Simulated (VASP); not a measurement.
Input of a VASP 6.6.1 run:

The input INCAR:

```
SYSTEM = AlN
ALGO = Normal ; EDIFF = 1E-6
ENCUT = 520 ; GGA = PE
ISIF = 2 ; ISMEAR = 0
LASPH = .TRUE. ; LCHARG = .TRUE.
LELF = .TRUE. ; LREAL = .FALSE.
LVHAR = .TRUE. ; LWAVE = .FALSE.
NBANDS = 26 ; NELM = 80
PREC = Accurate ; SIGMA = 0.05
```

The input KPOINTS:

```
k-points
0
G
  8 6 4
  0 0 0
```

File POSCAR:

```
AlN
1.0
   -3.3134793387      0.0000000000      0.0000000000
    0.0000000000      0.0000000000     -4.1875902400
    0.0000000000     -5.7391145645      0.0000000000
Al N
4 4
Direct
    0.5111061504      0.2115695089      0.1666666667
   -0.0111061504      0.2115695089      0.6666666667
    0.0111061504      0.7115695089      0.3333333333
    0.4888938496      0.7115695089      0.8333333333
    0.5107008202      0.8240282554      0.1666666667
   -0.0107008202      0.8240282554      0.6666666667
    0.0107008202      0.3240282554      0.3333333333
    0.4892991798      0.3240282554      0.8333333333
```

Potentials or basis: VASP PAW PBE potentials, release 64 (Al, N).

Launch:

```console
$ cat potpaw_PBE.64/Al/POTCAR potpaw_PBE.64/N/POTCAR > POTCAR
$ mpirun -np 1 vasp_std > vasp.out
```

Task: What does it give for the largest force?

Result: 6.658 eV/Å.

Task: Estimate the band gap on the k mesh.

Result: 4.03 eV.

Stress tensor (GPa, compression positive):
```
-10.95   0.00   0.00
  0.00 -10.84   0.00
  0.00   0.00 101.06
```

Caveat: the cell differs from its parent crystal (mode 4 frozen in at -0.037 Å and mode 5 at -0.310 Å (largest displacements)); forces of over 1 eV/Å act on the atoms, so gaps and moduli don't describe the material at rest. A k mesh can miss the band edges.
